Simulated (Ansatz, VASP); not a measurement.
## Sb: VASP beside Ansatz

INCAR

```
SYSTEM = Sb
ALGO     = Normal         ! electronic algorithm
EDIFF    = 1E-6           ! SCF threshold, eV
EDIFFG   = -0.04          ! ionic threshold
ENCUT    = 600            ! plane-wave cutoff, eV
GGA      = PE             ! functional
IBRION   = 2              ! ionic algorithm
ISIF     = 3              ! what is computed and relaxed
ISMEAR   = 0              ! smearing method
LASPH    = .True.         ! aspherical terms in the spheres
LCHARG   = .False.        ! write CHGCAR
LREAL    = .False.        ! projectors in reciprocal space
LWAVE    = .False.        ! write WAVECAR
NELM     = 80             ! most SCF steps
NSW      = 90             ! ionic steps
PREC     = Accurate       ! precision mode
SIGMA    = 0.1            ! smearing width, eV
```

The input KPOINTS:

```
k-points
0
Gamma
  6 6 4
  0 0 0
```

POSCAR

```
Sb
1.0
    3.3488112600      0.0000000000      0.0000000000
    0.0000000000      3.5581476400      0.0000000000
    0.0000000000      0.0000000000      4.7666939000
Sb
2
Direct
    0.5000000000      0.0000000000      0.9730890500
    0.0000000000      0.5000000000      0.0269109500
```

Input for Ansatz:

```yaml
crystal:
  lattice:
    - [3.34881126, 0.0, 0.0]
    - [0.0, 3.55814764, 0.0]
    - [0.0, 0.0, 4.7666939]
  atoms:
    - { symbol: Sb, position: [0.5, 0.0, 0.97308905] }
    - { symbol: Sb, position: [0.0, 0.5, 0.02691095] }
basis:
  ecutwfc: 420
kpoints:
  mp_grid: { grid: [6, 6, 4] }
hamiltonian:
  xc: pbe
scf:
  occupations: { method: gaussian, width: 0.1 }
  lower_state_search: "off"
output:
  forces: true
  stress: true
  eigenvalues: true
relax:
  adjacent_minimum: "off"
  f_tol: 0.04
  max_steps: 70
  cell: { stress_tol: 0.4 }
```

Alike in both runs: task relaxation of cell and atoms; functional PBE; k mesh 6 × 6 × 4; occupations gaussian, width 0.1 eV; no spin polarisation.

|  | VASP | Ansatz |
| --- | --- | --- |
| version | VASP 6.6.1 | Ansatz 0.2.0 |
| potentials or method | VASP PAW PBE potentials, release 64 (Sb), cutoff 600 eV | scalar-relativistic, plane waves, PAW |
| valence electrons in the cell | 10 | 30 |

Ansatz gave:

| Property | Result |
| --- | --- |
| gap on the k mesh at the Fermi level, each at its own relaxed structure (eV) | none |
| relaxed volume (Å³/atom) | 30.09 |
| relaxed cell length with the largest relative difference (Å) | 3.288 |

Task: Estimate VASP's values.

Result: gap on the k mesh at the Fermi level, each at its own relaxed structure (eV): none; relaxed volume (Å³/atom): 29.73; relaxed cell length with the largest relative difference (Å): 3.341.

A gap of «none» marks a metal or a gap that the smearing closes. VASP's potentials hold 10 valence electrons a cell and Ansatz's 30, so a difference there can come from the potentials and not from the codes.

Neither program's run includes spin-orbit coupling.
